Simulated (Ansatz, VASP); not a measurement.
# AlH2 in VASP and in Ansatz

```
Al H
1.0
     4.34954    0.00000    0.00000
     0.00000    4.34954    0.00000
     0.00000    0.00000   11.51540
Al H
6 12
Direct
  0.00000 0.00000 0.25000
  0.00000 0.00000 0.75000
  0.80861 0.24647 0.50000
  0.19139 0.75353 0.50000
  0.75353 0.80861 0.00000
  0.24647 0.19139 0.00000
  0.76925 0.21796 0.32941
  0.23075 0.78204 0.32941
  0.78204 0.76925 0.17059
  0.21796 0.23075 0.17059
  0.76925 0.21796 0.67059
  0.23075 0.78204 0.67059
  0.78204 0.76925 0.82941
  0.21796 0.23075 0.82941
  0.50000 0.00000 0.50000
  0.50000 0.50000 0.50000
  0.50000 0.50000 0.00000
  0.00000 0.50000 0.00000
```

Alike in both runs: functional PBE; k mesh 4 × 4 × 2; occupations gaussian, width 0.1 eV; no spin polarisation.

Ansatz relaxed the structure, and its values are those at the end. VASP's run is a single point on that final structure, the one shown.

|  | VASP | Ansatz |
| --- | --- | --- |
| version | VASP 6.6.1 | Ansatz 0.2.0 |
| potentials or method | VASP PAW PBE potentials, release 64 (Al, H), cutoff 520 eV | scalar-relativistic, plane waves, PAW |
| valence electrons in the cell | 30 | 30 |

|  | VASP | Ansatz | Ansatz less VASP |
| --- | --- | --- | --- |
| gap on the k mesh at the Fermi level (eV) | none | none | - |
| pressure (GPa) | -0.2 | -0.1 | +0.13 |
| rms of the force components (eV/Å) | 0.011 | 0.009 | -0.0015 |

A gap of «none» marks a metal or a gap that the smearing closes.

The k mesh is coarse, so the values compare programs but aren't converged.
